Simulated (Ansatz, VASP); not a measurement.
**TiW: VASP beside Ansatz**

The input INCAR:

```
ALGO = Normal
EDIFF = 1E-6
ENCUT = 520
GGA = CA
ISIF = 2
ISMEAR = -1
LASPH = T
LCHARG = F
LREAL = F
LWAVE = F
NBANDS = 20
NELM = 80
PREC = Accurate
SIGMA = 0.1
```

The input KPOINTS:

```
k-points
0
Gamma
  11 11 7
```

POSCAR

```
TiW
1.0
    1.6147025367     -2.2842995866      0.0000000000
    1.6147025367      2.2842995866      0.0000000000
    0.0000000000      0.0000000000      4.5269177954
Ti W
1 1
Direct
    0.0000000000      0.0000000000      0.0000000000
    0.5000000000      0.5000000000      0.5000000000
```

Input for Ansatz:

```yaml
crystal:
  lattice:
    - [1.6147025366503311, -2.284299586635086, 0.0]
    - [1.6147025366503311, 2.284299586635086, 0.0]
    - [0.0, 0.0, 4.52691779539701]
  atoms:
    - { symbol: Ti, position: [0.0, 0.0, 0.0] }
    - { symbol: W, position: [0.5, 0.5, 0.5] }
basis:
  ecutwfc: 462.593566181796
kpoints:
  mp_grid:
    grid: [11, 11, 7]
hamiltonian:
  xc: lda
  pseudopotentials:
    kind: paw
scf:
  occupations:
    method: fermi_dirac
    width: 0.1
output:
  stress: true
```

Alike in both runs: task single point; functional LDA; k mesh 11 × 11 × 7; occupations fermi-dirac, width 0.1 eV; no spin polarisation.

|  | VASP | Ansatz |
| --- | --- | --- |
| version | VASP 6.6.1 | Ansatz 0.2.0 |
| potentials or method | VASP PAW LDA potentials, release 64 (Ti_sv, W_sv), cutoff 520 eV | plane waves, PAW |
| valence electrons in the cell | 26 | 26 |

|  | VASP | Ansatz | Ansatz less VASP |
| --- | --- | --- | --- |
| pressure (GPa) | -16.2 | -16.7 | -0.56 |
| traceless stress, the component that is largest in VASP (GPa) | -0.61 | -0.62 | -0.016 |

LDA's correlation is that of Perdew and Zunger in VASP and of Perdew and Wang (1992) in Ansatz.

Neither program's run includes spin-orbit coupling.
